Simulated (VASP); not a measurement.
Cu: relaxation of cell and atoms with PBEsol

The system is Cu.

```
Cu
1.0
     0.00000    1.82500    1.82500
     1.82500    0.00000    1.82500
     1.82500    1.82500    0.00000
Cu
1
Direct
  0.00000 0.00000 0.00000
```

```yaml
Program: VASP 6.6.1
Task: relaxation of cell and atoms
Functional: PBEsol
Potentials_or_basis: VASP PAW PBE potentials, release 64 (Cu_sv_GW)
Cutoff: 700 eV
k_mesh: 10 × 10 × 10
Occupations: gaussian, width 0.1 eV
Spin: no spin polarisation
Dipole_correction: no
Second_run: valence_matched
Further_INCAR_settings: ALGO = Normal; EDIFF = 1e-07; IBRION = 2; EDIFFG = -0.05; NSW = 100; ISIF = 3
```

* Relaxed volume: 11.10 Å³/atom
* Relaxed cell: a = 2.504 Å, b = 2.504 Å, c = 2.504 Å, α = 60.00°, β = 60.00°, γ = 60.00°
* Space group after relaxing (to 0.05 Å): Fm-3m (No. 225)
* Energy gained by relaxing: 52.9 meV/atom
* Ionic steps: 3
* Pressure after relaxing: -0.2 GPa

Step by step:
```csv
step,energy change (eV),largest force (eV/Å),pressure (GPa),volume (Å³)
1,0.0000,0.0000,-14.47,12.16
2,-0.0163,0.0000,16.56,10.33
3,-0.0529,0.0000,-0.18,11.10
```

Final structure:
```
Cu
1.0
     0.00000    1.77026    1.77026
     1.77026    0.00000    1.77026
     1.77026    1.77026    0.00000
Cu
1
Direct
  0.00000 0.00000 0.00000
```

Levels at points of the mesh, in eV from the Fermi level:
```tsv
k point	band 6	band 7	band 8	band 9	band 10	band 11	band 12	band 13
(0.00, 0.00, 0.00)	-3.09	-3.09	-3.09	-2.16	-2.16	23.20	26.28	26.28
(0.50, 0.00, 0.00)	-3.12	-3.12	-1.52	-1.52	-1.16	4.18	21.66	23.08
(0.50, 0.50, 0.00)	-4.65	-1.54	-1.37	-1.37	1.48	7.65	13.60	13.60
```

Run time: 32 s on 1 thread of Intel(R) Xeon(R) Platinum 8488C (Sapphire Rapids) (shared host), peak memory 0.16 GiB.

Caveat: the PAW data sets were made with another functional, which shifts forces and pressure a little.
